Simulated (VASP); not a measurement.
Wanted: the native input for a VASP 6.6.1 run.

| Item | Value |
| --- | --- |
| Task | single point |
| Functional | PBEsol |
| Potentials or basis | VASP PAW PBE potentials, release 64 (Sc_sv, Sn_d, C) |
| Cutoff | 520 eV |
| k mesh | 6 × 6 × 6 |
| Occupations | fermi-dirac, width 0.1 eV |
| Spin | no spin polarisation |
| Dipole correction | no |
| Further INCAR settings | ALGO = Normal; EDIFF = 1e-06; NBANDS = 34 |

The structure of Sc3SnC lies in POSCAR:

```
Sc3SnC
1.0
    4.5302800000      0.0000000000      0.0000000000
    0.0000000000      4.5302800000      0.0000000000
    0.0000000000      0.0000000000      4.5302800000
Sc Sn C
3 1 1
Direct
    0.0000000000      0.5000000000      0.5000000000
    0.5000000000      0.5000000000      0.0000000000
    0.5000000000      0.0000000000      0.5000000000
    0.0000000000      0.0000000000      0.0000000000
    0.5000000000      0.5000000000      0.5000000000
```

One way to write it, as run:

INCAR

```
PREC = Accurate
ENCUT = 520
EDIFF = 1E-6
ISMEAR = -1
SIGMA = 0.1
LREAL = False
LASPH = True
NELM = 80
ALGO = Normal
ISIF = 2
LWAVE = False
LCHARG = False
GGA = PS
NBANDS = 34
```

KPOINTS

```
Automatic mesh
0
Gamma
  6 6 6
```

Potentials or basis: VASP PAW PBE potentials, release 64 (Sc_sv, Sn_d, C).

Command:

```console
$ cat potpaw_PBE.64/Sc_sv/POTCAR potpaw_PBE.64/Sn_d/POTCAR potpaw_PBE.64/C/POTCAR > POTCAR
$ mpirun -np 1 vasp_std > vasp.out
```

Results of the run:

```yaml
Pressure: -3.1 GPa
```

Caveat: the PAW data sets were made with another functional, which shifts forces and pressure a little.

It took 25 s on 1 thread of Intel(R) Xeon(R) 6975P-C (Granite Rapids) (shared host), peak memory 0.23 GiB.
